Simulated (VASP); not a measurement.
# C (Pm-3m) in VASP: a series of runs

The runs below take C through single point, relaxation of cell and atoms, with PBE.

Everything below comes from runs of VASP 6.6.1. Logs are shortened: lines on timing, memory, paths and dates and some standing lists are left out, and cuts for length are marked.

### 1 The cell of the first run

The structure is cubic, space group Pm-3m (No. 221). Conventional cell: a = 1.754 Å, b = 1.754 Å, c = 1.754 Å, α = 90.00°, β = 90.00°, γ = 90.00°. Within 2.3 Å of C (site symmetry m-3m) lie 6 C at 1.75 Å.

### 2 Single point, PBE

Input file INCAR:

```
PREC = Accurate
ENCUT = 520
EDIFF = 1E-7
ISMEAR = 0
SIGMA = 0.1
LREAL = F
LASPH = T
NELM = 80
ALGO = Normal
ISIF = 2
LWAVE = F
LCHARG = T
GGA = PE
LELF = T
LVHAR = T
NBANDS = 8
```

Input file KPOINTS:

```
regular mesh
0
Gamma
  8 8 8
```

Input file POSCAR:

```
C
1.0
    1.7543200466      0.0000000000      0.0000000000
    0.0000000000      1.7543200466      0.0000000000
    0.0000000000      0.0000000000      1.7543200466
C
1
Direct
    0.0000000000      0.0000000000      0.0000000000
```

Potentials or basis: VASP PAW PBE potentials, release 64 (C).

On the command line:

```console
$ cat potpaw_PBE.64/C/POTCAR > POTCAR
$ mpirun -np 1 vasp_std > vasp.out
```

OUTCAR:

```text
PREC = Accurate
   ENCUT = 520
   EDIFF = 1E-7
   ISMEAR = 0
   LREAL = F
   LASPH = T
   NELM = 80
   ISIF = 2
   GGA = PE

 ion  position               nearest neighbor table
   1  0.000  0.000  0.000-

  LATTYP: Found a simple cubic cell.
 ALAT       =     1.7543200466

  Lattice vectors:

 A1 = (   1.7543200466,   0.0000000000,   0.0000000000)
 A2 = (   0.0000000000,   1.7543200466,   0.0000000000)
 A3 = (   0.0000000000,   0.0000000000,   1.7543200466)

Analysis of symmetry for initial positions (statically):
=====================================================================
 Subroutine PRICEL returns:
 Original cell was already a primitive cell.

 Routine SETGRP: Setting up the symmetry group for a
 simple cubic supercell.

 Subroutine GETGRP returns: Found 48 space group operations
[... 9 lines left out ...]

 Routine SETGRP: Setting up the symmetry group for a
 simple cubic supercell.

 Subroutine GETGRP returns: Found 48 space group operations
[... 11 lines left out ...]
                                     Primitive cell

  volume of cell :       5.3992

  direct lattice vectors                    reciprocal lattice vectors
     1.754320047  0.000000000  0.000000000     0.570021418  0.000000000  0.000000000
     0.000000000  1.754320047  0.000000000     0.000000000  0.570021418  0.000000000
     0.000000000  0.000000000  1.754320047     0.000000000  0.000000000  0.570021418

  length of vectors
     1.754320047  1.754320047  1.754320047     0.570021418  0.570021418  0.570021418

  position of ions in fractional coordinates (direct lattice)
     0.000000000  0.000000000  0.000000000

  ion indices of the primitive-cell ions
   primitive index   ion index
                 1           1

----------------------------------------------------------------------------------------

 KPOINTS: regular mesh

Automatic generation of k-mesh.
 Grid dimensions read from file:
 generate k-points for:    8    8    8

 Generating k-lattice:

  Cartesian coordinates                     Fractional coordinates (reciprocal lattice)
     0.071252677  0.000000000  0.000000000     0.125000000  0.000000000  0.000000000
     0.000000000  0.071252677  0.000000000     0.000000000  0.125000000  0.000000000
     0.000000000  0.000000000  0.071252677     0.000000000  0.000000000  0.125000000

  Length of vectors
     0.071252677  0.071252677  0.071252677

  Shift w.r.t. Gamma in fractional coordinates (k-lattice)
     0.000000000  0.000000000  0.000000000

 Subroutine IBZKPT returns following result:
 ===========================================

 Found     35 irreducible k-points:

 Following reciprocal coordinates:
            Coordinates               Weight
  0.000000  0.000000  0.000000      1.000000
  0.125000  0.000000  0.000000      6.000000
  0.250000  0.000000  0.000000      6.000000
  0.375000  0.000000  0.000000      6.000000
  0.500000  0.000000  0.000000      3.000000
  0.125000  0.125000  0.000000     12.000000
[... 16 lines left out ...]
  0.375000  0.375000  0.125000     24.000000
  0.500000  0.375000  0.125000     24.000000
 [... further k-points ...]
   k-points           NKPTS =     35   k-points in BZ     NKDIM =     35   number of bands    NBANDS=      8
   number of dos      NEDOS =    301   number of ions     NIONS =      1
   total plane-waves  NPLWV =   2744
   dimension x,y,z NGX =    14 NGY =   14 NGZ =   14
   dimension x,y,z NGXF=    28 NGYF=   28 NGZF=   28
   ions per type =               1
   NGX,Y,Z   is equivalent  to a cutoff of  13.27, 13.27, 13.27 a.u.
   NGXF,Y,Z  is equivalent  to a cutoff of  26.53, 26.53, 26.53 a.u.
 SYSTEM =  unknown system
   PREC   = accura    normal or accurate (medium, high low for compatibility)
   ISTART =      0    job   : 0-new  1-cont  2-samecut
   ICHARG =      2    charge: 1-file 2-atom 10-const
   ISPIN  =      1    spin polarized calculation?
   LNONCOLLINEAR =      F non collinear calculations
   LSORBIT =      F    spin-orbit coupling
   LASPH  =      T    aspherical Exc in radial PAW
   ENCUT  =  520.0 eV  38.22 Ry    6.18 a.u.   3.26  3.26  3.26*2*pi/ulx,y,z
   NELM   =     80;   NELMIN=  2; NELMDL= -5     # of ELM steps
   EDIFF  = 0.1E-06   stopping-criterion for ELM
   LREAL  =      F    real-space projection
   EDIFFG = 0.1E-05   stopping-criterion for IOM
   NSW    =      0    number of steps for IOM
   IBRION =     -1    ionic relax: 0-MD 1-quasi-New 2-CG
   NFREE  =      0    steps in history (QN), initial steepest desc. (CG)
   ISIF   =      2    stress and relaxation
   ISYM   =      2    0-nonsym 1-usesym 2-fastsym
   POTIM  = 0.5000    time-step for ionic-motion
   TEBEG  =    0.0;   TEEND  =   0.0 temperature during run
   PSTRESS=    0.0 pullay stress
   NELECT =       4.0000    total number of electrons
   NUPDOWN=      -1.0000    fix difference up-down
   EMIN   =  10.00;   EMAX   =-10.00  energy-range for DOS
   EFERMI =   0.00;   METHOD = LEGACY
   ISMEAR =     0;   SIGMA  =   0.10  broadening in eV -4-tet -1-fermi 0-gaus
   EFERMI_NEDOS =   21; number of points for ismear=-14 and -15
   IALGO  =     38    algorithm
   IMIX   =      4    mixing-type and parameters
     AMIX     =   0.40;   BMIX     =  1.00
     AMIX_MAG =   1.60;   BMIX_MAG =  1.00
  volume/ion in A,a.u.               =       5.40        36.44
  Fermi-wavevector in a.u.,A,eV,Ry     =   1.481333  2.799313 29.855906  2.194347
  Thomas-Fermi vector in A             =   2.595256
   LORBIT       =      0    0 simple, 1 ext, 2 COOP (PROOUT), +10 PAW based schemes
   GGA     = PE    functional components
   LHFCALC =     F    Hartree Fock is set to
   AEXX    =    0.0000 exact exchange contribution
   IVDW    =     0    specifies the selected vdW correction
   LEPSILON=     F    determine dielectric tensor
   LRPA    =     F    only Hartree local field effects (RPA)
 non-spin polarized calculation
 Gauss-broadening in eV      SIGMA  =   0.10
  energy-cutoff  :      520.00
  volume of cell :        5.40
 maximum number of plane-waves:       155
 NGX is ok and might be reduce to    14
   NGX =  7   NGY =  7   NGZ =  7

 number of electron       4.0000001 magnetization

 Free energy of the ion-electron system (eV)
  ---------------------------------------------------
  ext. energy  EPLUGINS =         0.00000000
  ---------------------------------------------------
  free energy    TOTEN  =        -6.33919682 eV

  energy without entropy =       -6.33788234  energy(sigma->0) =       -6.33853958

 E-fermi :  11.6133     XC(G=0): -13.9999

 val. band max:       11.1559001223   @ k =   0.2500   0.1250   0.1250
 cond. band min:      11.6285872608   @ k =   0.5000   0.3750   0.3750
 fundamental gap:      0.4726871385
 Fermi energy:        11.6133219905

 k-point     1 :       0.0000    0.0000    0.0000
  band No.  band energies     occupation
      1     -11.2476      2.00000
      2      20.9549      0.00000
      3      20.9549      0.00000
      4      20.9549      0.00000
      5      37.2005      0.00000
      6      37.2005      0.00000
      7      43.3005      0.00000
      8      68.5231      0.00000

 k-point     2 :       0.1250    0.0000    0.0000
  band No.  band energies     occupation
      1     -10.6224      2.00000
      2      17.0728      0.00000
      3      21.3722      0.00000
      4      21.3722      0.00000
      5      37.9021      0.00000
      6      41.2541      0.00000
      7      43.4400      0.00000
      8      64.9759      0.00000

 k-point     3 :       0.2500    0.0000    0.0000
  band No.  band energies     occupation
      1      -8.7521      2.00000
      2      10.4049      2.00000
      3      22.4778      0.00000
      4      22.4778      0.00000
      5      39.9531      0.00000
      6      42.3333      0.00000
      7      49.0687      0.00000
      8      58.5274      0.00000

 k-point     4 :       0.3750    0.0000    0.0000
  band No.  band energies     occupation
      1      -5.6543      2.00000
      2       4.0526      2.00000
      3      23.7790      0.00000
      4      23.7790      0.00000
      5      41.8535      0.00000
      6      43.0363      0.00000
      7      53.4578      0.00000
      8      53.4579      0.00000

 k-point     5 :       0.5000    0.0000    0.0000
  band No.  band energies     occupation
      1      -1.4992      2.00000
      2      -1.2233      2.00000
      3      24.3922      0.00000
      4      24.3922      0.00000
      5      41.6203      0.00000
      6      45.2224      0.00000
      7      51.5306      0.00000
      8      51.5306      0.00000

 k-point     6 :       0.1250    0.1250    0.0000
  band No.  band energies     occupation
      1      -9.9994      2.00000
      2      16.5225      0.00000
      3      18.7389      0.00000
      4      21.7822      0.00000
      5      40.2873      0.00000
      6      42.8062      0.00000
      7      43.6463      0.00000
      8      61.5253      0.00000

 k-point     7 :       0.2500    0.1250    0.0000
  band No.  band energies     occupation
      1      -8.1364      2.00000
      2      10.7621      2.00000
      3      19.3426      0.00000
      4      22.8717      0.00000
      5      40.7757      0.00000
      6      42.7404      0.00000
      7      49.8625      0.00000
      8      56.4020      0.00000

 k-point     8 :       0.3750    0.1250    0.0000
  band No.  band energies     occupation
      1      -5.0555      2.00000
      2       4.5600      2.00000
      3      20.9663      0.00000
      4      24.1462      0.00000
      5      38.2464      0.00000
      6      45.4668      0.00000
      7      52.0919      0.00000
      8      53.9845      0.00000

 k-point     9 :       0.5000    0.1250    0.0000
  band No.  band energies     occupation
      1      -0.9865      2.00000
      2      -0.5975      2.00000
      3      21.8285      0.00000
      4      24.7463      0.00000
      5      36.9280      0.00000
      6      48.1926      0.00000
      7      49.3114      0.00000
      8      52.2407      0.00000

 k-point    10 :       0.2500    0.2500    0.0000
  band No.  band energies     occupation
      1      -6.3005      2.00000
      2      10.4705      2.00000
      3      15.0447      0.00000
      4      23.9076      0.00000
      5      36.1588      0.00000
      6      45.9899      0.00000
      7      52.9626      0.00000
      8      56.2191      0.00000
[... 78 lines left out ...]
 k-point    18 :       0.3750    0.1250    0.1250
  band No.  band energies     occupation
      1      -4.4593      2.00000
      2       5.0697      2.00000
      3      19.9974      0.00000
      4      22.9990      0.00000
      5      37.1612      0.00000
      6      44.0545      0.00000
      7      50.6154      0.00000
      8      53.0124      0.00000

 k-point    19 :       0.5000    0.1250    0.1250
  band No.  band energies     occupation
      1      -0.4742      2.00000
      2       0.0247      2.00000
      3      20.8199      0.00000
      4      23.8690      0.00000
      5      35.7627      0.00000
      6      42.5519      0.00000
      7      51.0709      0.00000
      8      53.9706      0.00000

 k-point    20 :       0.2500    0.2500    0.1250
  band No.  band energies     occupation
      1      -5.6952      2.00000
      2      11.0085      2.00000
      3      14.8220      0.00000
      4      21.9815      0.00000
      5      36.3679      0.00000
      6      45.7006      0.00000
      7      49.9372      0.00000
      8      54.5617      0.00000

 k-point    21 :       0.3750    0.2500    0.1250
  band No.  band energies     occupation
      1      -2.6961      2.00000
      2       6.4105      2.00000
      3      15.6510      0.00000
      4      23.4671      0.00000
      5      31.7335      0.00000
      6      43.4560      0.00000
      7      50.2570      0.00000
      8      56.0773      0.00000

 k-point    22 :       0.5000    0.2500    0.1250
  band No.  band energies     occupation
      1       1.0423      2.00000
      2       1.7940      2.00000
      3      16.6724      0.00000
      4      24.3611      0.00000
      5      29.4398      0.00000
      6      41.9940      0.00000
      7      50.9300      0.00000
      8      57.0713      0.00000

 k-point    23 :       0.3750    0.3750    0.1250
  band No.  band energies     occupation
      1       0.1426      2.00000
      2       7.0299      2.00000
      3      12.0000      0.00000
      4      24.4980      0.00000
      5      26.0627      0.00000
      6      44.8304      0.00000
      7      47.4410      0.00000
      8      59.9163      0.00000

 k-point    24 :       0.5000    0.3750    0.1250
  band No.  band energies     occupation
      1       3.4600      2.00000
      2       4.2330      2.00000
      3      11.9739      0.00000
      4      23.0353      0.00000
      5      25.4958      0.00000
      6      44.4501      0.00000
      7      47.6539      0.00000
      8      60.4657      0.00000

 [... further k-points ...]
[... 5 lines left out ...]
  --------------------------------------------------------------------------------------
  -------------------------------------------------------------------------------------
  Total        0.0081002      0.0081002      0.0081002      0.0000000      0.0000000     -0.0000000
  in kB        2.4037119      2.4037119      2.4037119      0.0000000      0.0000000     -0.0000000
  external PRESSURE =       2.4037119 kB  Pullay stress =       0.0000000 kB

 VOLUME and BASIS-vectors are now :
 -----------------------------------------------------------------------------
  energy-cutoff  :      520.00
  volume of cell :        5.40
      direct lattice vectors                 reciprocal lattice vectors
     1.754320047  0.000000000  0.000000000     0.570021418  0.000000000  0.000000000
     0.000000000  1.754320047  0.000000000     0.000000000  0.570021418  0.000000000
     0.000000000  0.000000000  1.754320047     0.000000000  0.000000000  0.570021418

 POSITION                                       TOTAL-FORCE (eV/Angst)
 -----------------------------------------------------------------------------------
      0.00000      0.00000      0.00000         0.000000      0.000000      0.000000
 -----------------------------------------------------------------------------------
    total drift:                                0.000000     -0.000000     -0.000000

  FREE ENERGIE OF THE ION-ELECTRON SYSTEM (eV)
  ---------------------------------------------------
  free  energy   TOTEN  =        -6.3391968160 eV

  energy  without entropy=       -6.3378823382  energy(sigma->0) =       -6.33853958
```

Run time: 1.4 s. Hardware: 1 thread of Intel Xeon Platinum 8488C (Sapphire Rapids), shared host; peak memory 0.1 GiB.

Results:

```
Free energy            : -6.3392 eV
Pressure               : 0.2 GPa
Band gap on the k mesh : zero (band 2 reaches 20.95 eV, above the bottom of band 3 at 8.76 eV)
```

Levels at points of the mesh, in eV from the Fermi level:
```csv
k point,band 1,band 2,band 3,band 4,band 5,band 6,band 7
"(0.00, 0.00, 0.00)",-22.86,9.34,9.34,9.34,25.59,25.59,31.69
"(0.50, 0.00, 0.00)",-13.11,-12.84,12.78,12.78,30.01,33.61,39.92
"(0.50, 0.50, 0.00)",-6.50,-6.50,-2.85,7.86,15.56,42.21,42.21
"(0.50, 0.50, 0.50)",-1.28,-1.28,-1.28,8.96,17.35,17.35,17.35
```

Caveat: the k points lie up to 0.45 Å⁻¹ apart.

(Part 1 of 2 ends here.)
